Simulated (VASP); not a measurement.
# InSb (F-43m) in VASP: a series of runs, part 2 of 2

VASP 6.6.1. The steps go on from the part before.

### Step 6. Single point, PBE (volume changed by +6%)

INCAR

```
PREC = Accurate ; ENCUT = 520
EDIFF = 1E-6 ; ISMEAR = -1
SIGMA = 0.02 ; LREAL = False
LASPH = True ; NELM = 80
ALGO = Normal ; ISIF = 2
LWAVE = False ; LCHARG = False
GGA = PE ; NBANDS = 16
```

KPOINTS

```
Automatic mesh
0
Gamma
  6 6 6
```

POSCAR

```
InSb
1.0
    0.0000000000      3.3838505126      3.3838505126
    3.3838505126      0.0000000000      3.3838505126
    3.3838505126      3.3838505126      0.0000000000
In Sb
1 1
Direct
    0.0000000000      0.0000000000      0.0000000000
    0.2500000000      0.2500000000      0.2500000000
```

Potentials or basis: VASP PAW PBE potentials, release 64 (In_d, Sb).

Run with:

```bash
> cat potpaw_PBE.64/In_d/POTCAR potpaw_PBE.64/Sb/POTCAR > POTCAR
> mpirun -np 1 vasp_std > vasp.out
```

OUTCAR:

```text
PREC = Accurate
   ENCUT = 520
   EDIFF = 1E-6
   ISMEAR = -1
   LREAL = False
   LASPH = True
   NELM = 80
   ISIF = 2
   GGA = PE

 ion  position               nearest neighbor table
   1  0.000  0.000  0.000-   2 2.93   2 2.93   2 2.93   2 2.93
   2  0.250  0.250  0.250-   1 2.93   1 2.93   1 2.93   1 2.93

  LATTYP: Found a face centered cubic cell.
 ALAT       =     6.7677010252

  Lattice vectors:

 A1 = (   0.0000000000,   3.3838505126,   3.3838505126)
 A2 = (   3.3838505126,   0.0000000000,   3.3838505126)
 A3 = (   3.3838505126,   3.3838505126,   0.0000000000)

Analysis of symmetry for initial positions (statically):
[... 5 lines left out ...]
 face centered cubic supercell.

 Subroutine GETGRP returns: Found 24 space group operations
 (whereof 24 operations were pure point group operations)
 out of a pool of 48 trial point group operations.

The static configuration has the point symmetry T_d .

Analysis of symmetry for dynamics (positions and initial velocities):
[... 5 lines left out ...]
 face centered cubic supercell.

 Subroutine GETGRP returns: Found 24 space group operations
 (whereof 24 operations were pure point group operations)
 out of a pool of 48 trial point group operations.

The dynamic configuration has the point symmetry T_d .

 Subroutine INISYM returns: Found 24 space group operations
 (whereof 24 operations are pure point group operations),
 and found     1 'primitive' translations

----------------------------------------------------------------------------------------

                                     Primitive cell

  volume of cell :      77.4932

  direct lattice vectors                    reciprocal lattice vectors
     0.000000000  3.383850513  3.383850513    -0.147760664  0.147760664  0.147760664
     3.383850513  0.000000000  3.383850513     0.147760664 -0.147760664  0.147760664
     3.383850513  3.383850513  0.000000000     0.147760664  0.147760664 -0.147760664

  length of vectors
     4.785487288  4.785487288  4.785487288     0.255928978  0.255928978  0.255928978

  position of ions in fractional coordinates (direct lattice)
     0.000000000  0.000000000  0.000000000
     0.250000000  0.250000000  0.250000000

  ion indices of the primitive-cell ions
   primitive index   ion index
                 1           1
                 2           2

----------------------------------------------------------------------------------------

 KPOINTS: Automatic mesh

Automatic generation of k-mesh.
 Grid dimensions read from file:
 generate k-points for:    6    6    6

 Generating k-lattice:

  Cartesian coordinates                     Fractional coordinates (reciprocal lattice)
    -0.024626777  0.024626777  0.024626777     0.166666667  0.000000000  0.000000000
     0.024626777 -0.024626777  0.024626777     0.000000000  0.166666667  0.000000000
     0.024626777  0.024626777 -0.024626777     0.000000000  0.000000000  0.166666667

  Length of vectors
     0.042654830  0.042654830  0.042654830

  Shift w.r.t. Gamma in fractional coordinates (k-lattice)
     0.000000000  0.000000000  0.000000000

 Subroutine IBZKPT returns following result:
 ===========================================

 Found     16 irreducible k-points:

 Following reciprocal coordinates:
            Coordinates               Weight
  0.000000  0.000000  0.000000      1.000000
  0.166667  0.000000  0.000000      8.000000
  0.333333  0.000000  0.000000      8.000000
  0.500000  0.000000  0.000000      4.000000
  0.166667  0.166667  0.000000      6.000000
  0.333333  0.166667  0.000000     24.000000
[... 8 lines left out ...]
 -0.333333  0.333333  0.166667     24.000000
 -0.333333  0.500000  0.166667     12.000000
   k-points           NKPTS =     16   k-points in BZ     NKDIM =     16   number of bands    NBANDS=     16
   number of dos      NEDOS =    301   number of ions     NIONS =      2
   total plane-waves  NPLWV =  46656
   dimension x,y,z NGX =    36 NGY =   36 NGZ =   36
   dimension x,y,z NGXF=    72 NGYF=   72 NGZF=   72
   ions per type =               1   1
   NGX,Y,Z   is equivalent  to a cutoff of  12.51, 12.51, 12.51 a.u.
   NGXF,Y,Z  is equivalent  to a cutoff of  25.01, 25.01, 25.01 a.u.
 SYSTEM =  unknown system
   PREC   = accura    normal or accurate (medium, high low for compatibility)
   ISTART =      0    job   : 0-new  1-cont  2-samecut
   ICHARG =      2    charge: 1-file 2-atom 10-const
   ISPIN  =      1    spin polarized calculation?
   LNONCOLLINEAR =      F non collinear calculations
   LSORBIT =      F    spin-orbit coupling
   LASPH  =      T    aspherical Exc in radial PAW
   ENCUT  =  520.0 eV  38.22 Ry    6.18 a.u.   8.90  8.90  8.90*2*pi/ulx,y,z
   NELM   =     80;   NELMIN=  2; NELMDL= -5     # of ELM steps
   EDIFF  = 0.1E-05   stopping-criterion for ELM
   LREAL  =      F    real-space projection
   EDIFFG = 0.1E-04   stopping-criterion for IOM
   NSW    =      0    number of steps for IOM
   IBRION =     -1    ionic relax: 0-MD 1-quasi-New 2-CG
   NFREE  =      0    steps in history (QN), initial steepest desc. (CG)
   ISIF   =      2    stress and relaxation
   ISYM   =      2    0-nonsym 1-usesym 2-fastsym
   POTIM  = 0.5000    time-step for ionic-motion
   TEBEG  =    0.0;   TEEND  =   0.0 temperature during run
   PSTRESS=    0.0 pullay stress
   NELECT =      18.0000    total number of electrons
   NUPDOWN=      -1.0000    fix difference up-down
   EMIN   =  10.00;   EMAX   =-10.00  energy-range for DOS
   EFERMI =   0.00;   METHOD = LEGACY
   ISMEAR =    -1;   SIGMA  =   0.02  broadening in eV -4-tet -1-fermi 0-gaus
   EFERMI_NEDOS =   21; number of points for ismear=-14 and -15
   IALGO  =     38    algorithm
   IMIX   =      4    mixing-type and parameters
     AMIX     =   0.40;   BMIX     =  1.00
     AMIX_MAG =   1.60;   BMIX_MAG =  1.00
  volume/ion in A,a.u.               =      38.75       261.47
  Fermi-wavevector in a.u.,A,eV,Ry     =   1.006339  1.901706 13.778880  1.012719
  Thomas-Fermi vector in A             =   2.139076
   LORBIT       =      0    0 simple, 1 ext, 2 COOP (PROOUT), +10 PAW based schemes
   GGA     = PE    functional components
   LHFCALC =     F    Hartree Fock is set to
   AEXX    =    0.0000 exact exchange contribution
   IVDW    =     0    specifies the selected vdW correction
   LEPSILON=     F    determine dielectric tensor
   LRPA    =     F    only Hartree local field effects (RPA)
 non-spin polarized calculation
  energy-cutoff  :      520.00
  volume of cell :       77.49
 maximum number of plane-waves:      2100
   NGX = 17   NGY = 17   NGZ = 17

 number of electron      17.9999994 magnetization

 Free energy of the ion-electron system (eV)
  ---------------------------------------------------
  ext. energy  EPLUGINS =         0.00000000
  ---------------------------------------------------
  free energy    TOTEN  =        -6.90605847 eV

  energy without entropy =       -6.90570481  energy(sigma->0) =       -6.90588164

 E-fermi :   3.8427     XC(G=0):  -8.1327

 val. band max:        3.8288807953   @ k =   0.0000   0.0000   0.0000
 cond. band min:       4.1538551798   @ k =   0.5000   0.0000   0.0000
 fundamental gap:      0.3249743845
 Fermi energy:         3.8427438772

 k-point     1 :       0.0000    0.0000    0.0000
  band No.  band energies     occupation
      1     -10.5593      2.00000
      2     -10.5593      2.00000
      3     -10.5593      2.00000
      4     -10.5055      2.00000
      5     -10.5055      2.00000
      6      -6.1342      2.00000
[... 8 lines left out ...]
     15      11.8420      0.00000
     16      11.8420      0.00000

 k-point     2 :       0.1667    0.0000    0.0000
  band No.  band energies     occupation
      1     -10.5660      2.00000
      2     -10.5561      2.00000
      3     -10.5561      2.00000
      4     -10.5056      2.00000
      5     -10.5056      2.00000
      6      -5.9317      2.00000
[... 8 lines left out ...]
     15      11.0446      0.00000
     16      11.0446      0.00000
[... 235 lines left out ...]
      5     -10.5038      2.00000
      6      -4.7331      2.00000
[... 8 lines left out ...]
     15      12.9488      0.00000
     16      13.2806      0.00000

 k-point    16 :      -0.3333    0.5000    0.1667
  band No.  band energies     occupation
      1     -10.6007      2.00000
      2     -10.5397      2.00000
      3     -10.5339      2.00000
      4     -10.5123      2.00000
      5     -10.5021      2.00000
      6      -4.5963      2.00000
[... 8 lines left out ...]
     15      12.9690      0.00000
     16      13.7712      0.00000

------------------------ aborting loop because EDIFF is reached ----------------------------------------

  FORCE on cell =-STRESS in cart. coord.  units (eV):
  Direction    XX          YY          ZZ          XY          YZ          ZX
  --------------------------------------------------------------------------------------
  -------------------------------------------------------------------------------------
  Total       -0.9016599     -0.9016599     -0.9016599      0.0000000      0.0000000     -0.0000000
  in kB      -18.6418858    -18.6418858    -18.6418858      0.0000000      0.0000000     -0.0000000
  external PRESSURE =     -18.6418858 kB  Pullay stress =       0.0000000 kB

 VOLUME and BASIS-vectors are now :
 -----------------------------------------------------------------------------
  energy-cutoff  :      520.00
  volume of cell :       77.49
      direct lattice vectors                 reciprocal lattice vectors
     0.000000000  3.383850513  3.383850513    -0.147760664  0.147760664  0.147760664
     3.383850513  0.000000000  3.383850513     0.147760664 -0.147760664  0.147760664
     3.383850513  3.383850513  0.000000000     0.147760664  0.147760664 -0.147760664

 POSITION                                       TOTAL-FORCE (eV/Angst)
 -----------------------------------------------------------------------------------
      0.00000      0.00000      0.00000         0.000000      0.000000      0.000000
      1.69193      1.69193      1.69193        -0.000000     -0.000000     -0.000000
 -----------------------------------------------------------------------------------
    total drift:                               -0.000000     -0.000000     -0.000000

  FREE ENERGIE OF THE ION-ELECTRON SYSTEM (eV)
  ---------------------------------------------------
  free  energy   TOTEN  =        -6.9060584691 eV

  energy  without entropy=       -6.9057048136  energy(sigma->0) =       -6.90588164
```

Wall time 15 s (1 thread of Intel Xeon Platinum 8488C (Sapphire Rapids), shared host); peak memory 0.21 GiB.

Results:

```yaml
Free_energy: -6.9061 eV
Pressure: -1.9 GPa
Band_gap_on_the_k_mesh: zero (filled and empty bands touch)
```

Caveat: spin-orbit coupling is left out, which moves the levels of the heavy elements.

### Step 7. Summary

```csv
cell,gap on the mesh (eV),pressure (GPa)
"a = 4.598 Å, angles 60.0°, 2 atoms",none,2.6
"a = 4.693 Å, angles 60.0°, 2 atoms",none,0.0
"a = 4.646 Å, angles 60.0°, 2 atoms",none,1.2
"a = 4.740 Å, angles 60.0°, 2 atoms",none,-1.0
"a = 4.785 Å, angles 60.0°, 2 atoms",none,-1.9
```

Alike in all rows: task single point; level PBE; potentials or basis VASP PAW PBE potentials, release 64 (In_d, Sb); no spin polarisation; k mesh 6 × 6 × 6; cutoff (eV) 520; smearing fermi-dirac 0.02 eV.

Caveats: spin-orbit coupling is left out, which moves the levels of the heavy elements.

Absolute energies hang on the potentials; compare differences alone.
